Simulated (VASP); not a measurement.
ZrSnHg3: relaxation of cell and atoms with PBE

ZrSnHg3:

```
Zr Sn Hg
1.0
     4.88394    0.00000    0.00000
     0.00000    4.88394    0.00000
     0.00000    0.00000    4.88394
Zr Sn Hg
1 1 3
Direct
  0.00000 0.00000 0.00000
  0.50000 0.50000 0.50000
  0.50000 0.00000 0.50000
  0.00000 0.50000 0.50000
  0.50000 0.50000 0.00000
```

The cell was built from a structure type or drawn by symmetry, and may not be a known phase.

| Item | Value |
| --- | --- |
| Program | VASP 6.6.1 |
| Task | relaxation of cell and atoms |
| Functional | PBE |
| Potentials or basis | VASP PAW PBE potentials, release 64 (Zr_sv, Sn_d, Hg) |
| Cutoff | 500 eV |
| k mesh | 4 × 4 × 4 |
| Occupations | gaussian, width 0.1 eV |
| Spin | no spin polarisation |
| Dipole correction | no |
| Further INCAR settings | ALGO = Normal; EDIFF = 1e-07; IBRION = 2; EDIFFG = -0.04; NSW = 90; ISIF = 3 |

The relaxed volume is 30.69 Å³/atom. The relaxed cell is a = 5.354 Å, b = 5.354 Å, c = 5.354 Å, α = 90.00°, β = 90.00°, γ = 90.00°. The space group after relaxing (to 0.1 Å) is Pm-3m (No. 221). The energy gained by relaxing is 414.8 meV/atom, the ionic steps are 3 and the pressure after relaxing is 0.2 GPa. The band gap on the k mesh is zero (bands 31 and 32 overlap by 0.41 eV).

Step by step:
| step | energy change (eV) | largest force (eV/Å) | pressure (GPa) | volume (Å³) |
| --- | --- | --- | --- | --- |
| 1 | 0.0000 | 0.0000 | 23.79 | 116.50 |
| 2 | -1.5569 | 0.0000 | -4.38 | 185.10 |
| 3 | -2.0739 | 0.0000 | 0.17 | 153.46 |

Final structure:
```
Zr Sn Hg
1.0
     5.35388    0.00000    0.00000
     0.00000    5.35388    0.00000
     0.00000    0.00000    5.35388
Zr Sn Hg
1 1 3
Cartesian
  0.0000 0.0000 0.0000
  2.6769 2.6769 2.6769
  2.6769 0.0000 2.6769
  0.0000 2.6769 2.6769
  2.6769 2.6769 0.0000
```

Levels at points of the mesh, in eV from the Fermi level:
```csv
k point,band 29,band 30,band 31,band 32,band 33,band 34
"(0.00, 0.00, 0.00)",-2.73,-2.73,-0.94,0.39,0.39,0.39
"(0.50, 0.00, 0.00)",-2.18,-1.18,-0.48,0.06,0.32,0.32
"(0.50, 0.50, 0.00)",-2.16,-1.26,-0.33,-0.33,0.45,0.49
"(0.50, 0.50, 0.50)",-1.10,-1.10,-1.10,0.58,0.58,0.64
```

It took 57 s on 1 thread of Intel(R) Xeon(R) 6975P-C (Granite Rapids) (shared host), peak memory 0.23 GiB.

Caveat: the volume moved by over 15 % at a fixed basis, so the end points are rough; spin-orbit coupling is left out, which moves the levels of the heavy elements.
